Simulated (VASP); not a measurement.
Crystal: Ta3N.

```xyz
4
Lattice="3.0119 0.0000 0.0000 -1.5059 2.6084 0.0000 0.0000 0.0000 7.4736" Properties=species:S:1:pos:R:3 pbc="T T T"
Ta    1.5059    0.8695    6.1737
Ta    0.0000    1.7389    1.2999
Ta    0.0000    0.0000    3.7368
N     0.0000    0.0000    0.0000
```

Program: VASP 6.6.1. Alike in all runs: task single point; potentials or basis VASP PAW PBE potentials, release 64 (Ta_pv, N); no spin polarisation; cell as given; k mesh 10 × 10 × 4; cutoff (eV) 520; smearing fermi-dirac 0.05 eV. Hardware: 1 thread of Intel(R) Xeon(R) 6975P-C (Granite Rapids), on a shared host.

Problem. Order these runs on this cell by their wall time, lowest first.
A. level PBE
B. level r2SCAN
C. level PBEsol

Solution. C (30 s), A (61 s), B (230 s).
